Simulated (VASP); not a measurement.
Wanted: the native input for a VASP 6.6.1 run.

```yaml
Task: relaxation of cell and atoms
Functional: PBE
Potentials_or_basis: VASP PAW PBE potentials, release 64 (Hf_pv, O)
Cutoff: 600 eV
k_mesh: 8 × 8 × 8
Occupations: gaussian, width 0.01 eV
Spin: no spin polarisation
Dipole_correction: no
Further_INCAR_settings: ALGO = Normal; EDIFF = 1e-06; IBRION = 2; EDIFFG = -0.001; NSW = 80; ISIF = 3
```

The structure of HfO2 lies in POSCAR:

```
HfO2
1.0
    0.0000000000      2.5488057606      2.5488057606
    2.5488057606      0.0000000000      2.5488057606
    2.5488057606      2.5488057606      0.0000000000
Hf O
1 2
Direct
    0.0000000000      0.0000000000      0.0000000000
    0.2500000000      0.2500000000      0.2500000000
    0.7500000000      0.7500000000      0.7500000000
```

These files were run (other wordings do the same):

INCAR

```
SYSTEM = HfO2
PREC = Accurate
ENCUT = 600
EDIFF = 1E-6
ISMEAR = 0
SIGMA = 0.01
LREAL = .FALSE.
LASPH = .TRUE.
NELM = 80
ALGO = Normal
ISIF = 3
LWAVE = .FALSE.
LCHARG = .FALSE.
GGA = PE
IBRION = 2
NSW = 80
EDIFFG = -0.001
```

KPOINTS

```
regular mesh
0
G
  8 8 8
  0 0 0
```

Potentials or basis: VASP PAW PBE potentials, release 64 (Hf_pv, O).

Run with:

```bash
$ cat potpaw_PBE.64/Hf_pv/POTCAR potpaw_PBE.64/O/POTCAR > POTCAR
$ mpirun -np 1 vasp_std > vasp.out
```

It gave:

```json
{"Relaxed volume": "10.87 Å³/atom", "Relaxed cell": "a = 3.586 Å, b = 3.586 Å, c = 3.586 Å, α = 60.00°, β = 60.00°, γ = 60.00°", "Space group after relaxing (to 0.05 Å)": "Fm-3m (No. 225)", "Energy gained by relaxing": "2.1 meV/atom", "Ionic steps": "3", "Pressure after relaxing": "0.0 GPa", "Band gap on the k mesh": "3.80 eV, direct"}
```

Caveat: spin-orbit coupling is left out, which moves the levels of the heavy elements.

Run time: 34 s on 1 thread of Intel(R) Xeon(R) Platinum 8488C (Sapphire Rapids) (shared host), peak memory 0.17 GiB.
